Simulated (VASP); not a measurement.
# BN (Fmm2) in VASP: further runs

BN is run at these levels: LDA, r2SCAN, PBE+D4; tasks: single point, relaxation of cell and atoms.

All numbers are computed with VASP 6.6.1; they aren't measurements. Logs are shortened: lines on timing, memory, paths and dates and some standing lists are left out, and cuts for length are marked.

## (1) The cell of the first run

Symmetry: Fmm2, No. 42, orthorhombic system. The conventional cell has a = 2.502 Å, b = 6.586 Å, c = 4.327 Å, α = 90.00°, β = 90.00°, γ = 90.00°. Within 1.9 Å of B (site symmetry mm2) lie 3 N at 1.44 Å. Within 1.9 Å of N (site symmetry mm2) lie 3 B at 1.44 Å.

## (2) Single point, LDA

The input, INCAR:

```
PREC = Accurate
ENCUT = 520
EDIFF = 1E-6
ISMEAR = 0
SIGMA = 0.01
LREAL = False
LASPH = True
NELM = 100
ALGO = Normal
ISIF = 2
LWAVE = False
LCHARG = True
GGA = CA
LELF = True
LVHAR = True
NBANDS = 11
```

The input, KPOINTS:

```
regular mesh
0
Gamma
  12 12 12
```

The input, POSCAR:

```
BN
1.0
    0.0000000000      3.2928550384      2.1632762179
    1.2509583998      0.0000000000      2.1632762179
    1.2509583998      3.2928550384      0.0000000000
B N
1 1
Direct
    0.0001138443      0.0001138443      0.9998861557
    0.6665861457      0.6665861457      0.3334138543
```

Potentials or basis: VASP PAW LDA potentials, release 64 (B, N).

On the command line:

```bash
$ cat potpaw_LDA.64/B/POTCAR potpaw_LDA.64/N/POTCAR > POTCAR
$ mpirun -np 1 vasp_std > vasp.out
```

OUTCAR:

```text
PREC = Accurate
   ENCUT = 520
   EDIFF = 1E-6
   ISMEAR = 0
   LREAL = False
   LASPH = True
   NELM = 100
   ISIF = 2
   GGA = CA

 ion  position               nearest neighbor table
   1  0.000  0.000  1.000-   2 1.44   2 1.44   2 1.44
   2  0.667  0.667  0.333-   1 1.44   1 1.44   1 1.44

  LATTYP: Found a face centered orthorhombic cell.
 ALAT       =     2.5019167996
 B/A-ratio  =     1.7292950895
 C/A-ratio  =     2.6322658203

  Lattice vectors:

 A1 = (  -0.0000000000,   3.2928550384,   2.1632762179)
 A2 = (  -1.2509583998,   3.2928550384,   0.0000000000)
 A3 = (  -1.2509583998,   0.0000000000,   2.1632762179)

Analysis of symmetry for initial positions (statically):
=====================================================================
 Subroutine PRICEL returns:
 Original cell was already a primitive cell.

 Routine SETGRP: Setting up the symmetry group for a
 face centered orthorhombic supercell.

 Subroutine GETGRP returns: Found  4 space group operations
 (whereof  4 operations were pure point group operations)
 out of a pool of  8 trial point group operations.

The static configuration has the point symmetry C_2v.

Analysis of symmetry for dynamics (positions and initial velocities):
=====================================================================
 Subroutine PRICEL returns:
 Original cell was already a primitive cell.

 Routine SETGRP: Setting up the symmetry group for a
 face centered orthorhombic supercell.

 Subroutine GETGRP returns: Found  4 space group operations
 (whereof  4 operations were pure point group operations)
 out of a pool of  8 trial point group operations.

The dynamic configuration has the point symmetry C_2v.

 Subroutine INISYM returns: Found  4 space group operations
 (whereof  4 operations are pure point group operations),
 and found     1 'primitive' translations

----------------------------------------------------------------------------------------

                                     Primitive cell

  volume of cell :      17.8220

  direct lattice vectors                    reciprocal lattice vectors
     0.000000000  3.292855038  2.163276218    -0.399693547  0.151843915  0.231130910
     1.250958400  0.000000000  2.163276218     0.399693547 -0.151843915  0.231130910
     1.250958400  3.292855038  0.000000000     0.399693547  0.151843915 -0.231130910

  length of vectors
     3.939880493  2.498931954  3.522469478     0.486038068  0.486038068  0.486038068

  position of ions in fractional coordinates (direct lattice)
     0.000113844  0.000113844  0.999886156
     0.666586146  0.666586146  0.333413854

  ion indices of the primitive-cell ions
   primitive index   ion index
                 1           1
                 2           2

----------------------------------------------------------------------------------------

 KPOINTS: regular mesh

Automatic generation of k-mesh.
 Grid dimensions read from file:
 generate k-points for:   12   12   12

 Generating k-lattice:

  Cartesian coordinates                     Fractional coordinates (reciprocal lattice)
    -0.033307796  0.012653660  0.019260909     0.083333333  0.000000000  0.000000000
     0.033307796 -0.012653660  0.019260909     0.000000000  0.083333333  0.000000000
     0.033307796  0.012653660 -0.019260909     0.000000000  0.000000000  0.083333333

  Length of vectors
     0.040503172  0.040503172  0.040503172

  Shift w.r.t. Gamma in fractional coordinates (k-lattice)
     0.000000000  0.000000000  0.000000000

 Subroutine IBZKPT returns following result:
 ===========================================

 Found    280 irreducible k-points:

 Following reciprocal coordinates:
            Coordinates               Weight
  0.000000  0.000000  0.000000      1.000000
  0.083333  0.000000  0.000000      8.000000
  0.166667  0.000000  0.000000      8.000000
  0.250000  0.000000  0.000000      8.000000
  0.333333  0.000000  0.000000      8.000000
  0.416667  0.000000  0.000000      8.000000
[... 16 lines left out ...]
  0.500000  0.166667 -0.000000      8.000000
 -0.416667  0.166667  0.000000      8.000000
 [... further k-points ...]
   k-points           NKPTS =    280   k-points in BZ     NKDIM =    280   number of bands    NBANDS=     11
   number of dos      NEDOS =    301   number of ions     NIONS =      2
   total plane-waves  NPLWV =  16800
   dimension x,y,z NGX =    30 NGY =   20 NGZ =   28
   dimension x,y,z NGXF=    60 NGYF=   40 NGZF=   56
   ions per type =               1   1
   NGX,Y,Z   is equivalent  to a cutoff of  12.66, 13.31, 13.21 a.u.
   NGXF,Y,Z  is equivalent  to a cutoff of  25.32, 26.61, 26.43 a.u.
 SYSTEM =  unknown system
   PREC   = accura    normal or accurate (medium, high low for compatibility)
   ISTART =      0    job   : 0-new  1-cont  2-samecut
   ICHARG =      2    charge: 1-file 2-atom 10-const
   ISPIN  =      1    spin polarized calculation?
   LNONCOLLINEAR =      F non collinear calculations
   LSORBIT =      F    spin-orbit coupling
   LASPH  =      T    aspherical Exc in radial PAW
   ENCUT  =  520.0 eV  38.22 Ry    6.18 a.u.   7.33  4.65  6.55*2*pi/ulx,y,z
   NELM   =    100;   NELMIN=  2; NELMDL= -5     # of ELM steps
   EDIFF  = 0.1E-05   stopping-criterion for ELM
   LREAL  =      F    real-space projection
   EDIFFG = 0.1E-04   stopping-criterion for IOM
   NSW    =      0    number of steps for IOM
   IBRION =     -1    ionic relax: 0-MD 1-quasi-New 2-CG
   NFREE  =      0    steps in history (QN), initial steepest desc. (CG)
   ISIF   =      2    stress and relaxation
   ISYM   =      2    0-nonsym 1-usesym 2-fastsym
   POTIM  = 0.5000    time-step for ionic-motion
   TEBEG  =    0.0;   TEEND  =   0.0 temperature during run
   PSTRESS=    0.0 pullay stress
   NELECT =       8.0000    total number of electrons
   NUPDOWN=      -1.0000    fix difference up-down
   EMIN   =  10.00;   EMAX   =-10.00  energy-range for DOS
   EFERMI =   0.00;   METHOD = LEGACY
   ISMEAR =     0;   SIGMA  =   0.01  broadening in eV -4-tet -1-fermi 0-gaus
   EFERMI_NEDOS =   21; number of points for ismear=-14 and -15
   IALGO  =     38    algorithm
   IMIX   =      4    mixing-type and parameters
     AMIX     =   0.40;   BMIX     =  1.00
     AMIX_MAG =   1.60;   BMIX_MAG =  1.00
  volume/ion in A,a.u.               =       8.91        60.13
  Fermi-wavevector in a.u.,A,eV,Ry     =   1.253485  2.368742 21.377796  1.571224
  Thomas-Fermi vector in A             =   2.387335
   LORBIT       =      0    0 simple, 1 ext, 2 COOP (PROOUT), +10 PAW based schemes
   GGA     = CA    functional components
   LHFCALC =     F    Hartree Fock is set to
   AEXX    =    0.0000 exact exchange contribution
   IVDW    =     0    specifies the selected vdW correction
   LEPSILON=     F    determine dielectric tensor
   LRPA    =     F    only Hartree local field effects (RPA)
 non-spin polarized calculation
 Gauss-broadening in eV      SIGMA  =   0.01
  energy-cutoff  :      520.00
  volume of cell :       17.82
 maximum number of plane-waves:       501
 NGX is ok and might be reduce to    30
   NGX = 15   NGY =  9   NGZ = 13

 number of electron       8.0000000 magnetization

 Free energy of the ion-electron system (eV)
  ---------------------------------------------------
  ext. energy  EPLUGINS =         0.00000000
  ---------------------------------------------------
  free energy    TOTEN  =       -19.28511037 eV

  energy without entropy =      -19.28511037  energy(sigma->0) =      -19.28511037

 E-fermi :   2.5274     XC(G=0): -10.5873

 val. band max:        2.3843086794   @ k =   0.4167  -0.4167   0.0833
 cond. band min:       5.7633508739   @ k =   0.0000   0.5000   0.5000
 fundamental gap:      3.3790421945
 Fermi energy:         2.5273751332

 k-point     1 :       0.0000    0.0000    0.0000
  band No.  band energies     occupation
      1     -15.3946      2.00000
      2      -1.8675      2.00000
      3       0.9193      2.00000
      4       0.9244      2.00000
      5       7.2127      0.00000
      6      13.7415      0.00000
      7      13.8495      0.00000
      8      15.3013      0.00000
      9      17.1606      0.00000
     10      27.7716      0.00000
     11      30.0255      0.00000

 k-point     2 :       0.0833    0.0000    0.0000
  band No.  band energies     occupation
      1     -15.2527      2.00000
      2      -1.7511      2.00000
      3       0.3703      2.00000
      4       0.6602      2.00000
      5       7.5414      0.00000
      6      13.7426      0.00000
      7      14.3650      0.00000
      8      14.7992      0.00000
      9      17.6048      0.00000
     10      27.5799      0.00000
     11      28.1628      0.00000

 k-point     3 :       0.1667    0.0000    0.0000
  band No.  band energies     occupation
      1     -14.8353      2.00000
      2      -1.4152      2.00000
      3      -1.0016      2.00000
      4       0.0268      2.00000
      5       8.4013      0.00000
      6      13.4450      0.00000
      7      13.6180      0.00000
      8      15.9712      0.00000
      9      18.6797      0.00000
     10      24.6727      0.00000
     11      28.5489      0.00000

 k-point     4 :       0.2500    0.0000    0.0000
  band No.  band energies     occupation
      1     -14.1714      2.00000
      2      -2.8003      2.00000
      3      -0.7893      2.00000
      4      -0.7050      2.00000
      5       9.4539      0.00000
      6      11.7768      0.00000
      7      13.5290      0.00000
      8      18.2340      0.00000
      9      19.9269      0.00000
     10      22.4988      0.00000
     11      27.2909      0.00000
[... 239 lines left out ...]
 k-point    22 :       0.4167    0.1667    0.0000
  band No.  band energies     occupation
      1     -13.0198      2.00000
      2      -4.5964      2.00000
      3      -2.5529      2.00000
      4       0.6493      2.00000
      5       9.0051      0.00000
      6      11.8373      0.00000
      7      14.9982      0.00000
      8      18.1102      0.00000
      9      19.3480      0.00000
     10      23.1552      0.00000
     11      26.2477      0.00000

 k-point    23 :       0.5000    0.1667   -0.0000
  band No.  band energies     occupation
      1     -12.2327      2.00000
      2      -5.7994      2.00000
      3      -3.0711      2.00000
      4       1.4083      2.00000
      5       7.5332      0.00000
      6      13.1746      0.00000
      7      15.3471      0.00000
      8      17.6248      0.00000
      9      20.3594      0.00000
     10      23.8093      0.00000
     11      25.3134      0.00000

 k-point    24 :      -0.4167    0.1667    0.0000
  band No.  band energies     occupation
      1     -11.8524      2.00000
      2      -6.3261      2.00000
      3      -3.2329      2.00000
      4       1.6722      2.00000
      5       6.9018      0.00000
      6      13.7469      0.00000
      7      15.6798      0.00000
      8      17.6194      0.00000
      9      21.0676      0.00000
     10      23.1630      0.00000
     11      25.0286      0.00000

 [... further k-points ...]
[... 5 lines left out ...]
  --------------------------------------------------------------------------------------
  -------------------------------------------------------------------------------------
  Total       -0.4909021     -0.0314745     -0.4821088      0.0000000      0.0000000      0.0000000
  in kB      -44.1314286     -2.8295158    -43.3409305      0.0000000      0.0000000      0.0000000
  external PRESSURE =     -30.1006250 kB  Pullay stress =       0.0000000 kB

 VOLUME and BASIS-vectors are now :
 -----------------------------------------------------------------------------
  energy-cutoff  :      520.00
  volume of cell :       17.82
      direct lattice vectors                 reciprocal lattice vectors
     0.000000000  3.292855038  2.163276218    -0.399693547  0.151843915  0.231130910
     1.250958400  0.000000000  2.163276218     0.399693547 -0.151843915  0.231130910
     1.250958400  3.292855038  0.000000000     0.399693547  0.151843915 -0.231130910

 POSITION                                       TOTAL-FORCE (eV/Angst)
 -----------------------------------------------------------------------------------
      1.25096      3.29286      0.00049         0.000000      0.000000      0.004571
      1.25096      3.29286      2.88402         0.000000      0.000000     -0.004571
 -----------------------------------------------------------------------------------
    total drift:                                0.000002      0.000000     -0.000053

  FREE ENERGIE OF THE ION-ELECTRON SYSTEM (eV)
  ---------------------------------------------------
  free  energy   TOTEN  =       -19.2851103663 eV

  energy  without entropy=      -19.2851103663  energy(sigma->0) =      -19.28511037
```

Wall time 43 s (1 thread of Intel Xeon Platinum 8559C (Emerald Rapids), shared host); peak memory 0.16 GiB.

What came out:

| Quantity | Value |
| --- | --- |
| Free energy | -19.2851 eV |
| Pressure | -3.0 GPa |
| Largest force | 0.005 eV/Å |
| Band gap on the k mesh | 3.38 eV, indirect (least direct gap 4.40 eV) |

Forces on the atoms (eV/Å):
```
B    0.000  0.000  0.005
N    0.000  0.000 -0.005
```

Stress tensor (GPa, compression positive):
```
-4.41  0.00  0.00
 0.00 -0.28  0.00
 0.00  0.00 -4.33
```

Levels at points of the mesh, in eV from the valence-band top:
```tsv
k point	band 2	band 3	band 4	band 5	band 6	band 7
(0.00, 0.00, 0.00)	-4.25	-1.47	-1.46	4.83	11.36	11.47
(0.50, 0.00, 0.00)	-9.01	-4.28	-1.08	4.38	9.83	13.24
(0.50, 0.50, 0.00)	-9.16	-4.27	-0.36	5.93	9.35	11.98
(0.50, 0.00, 0.50)	-6.54	-1.50	-1.45	9.94	11.29	11.40
(0.00, 0.50, 0.50)	-8.85	-4.34	-1.73	3.38	9.81	14.53
```

A k mesh can miss the band edges. Expect the measured gap to be larger: semilocal functionals such as LDA lack the derivative discontinuity.

[end of part 1 of 2]
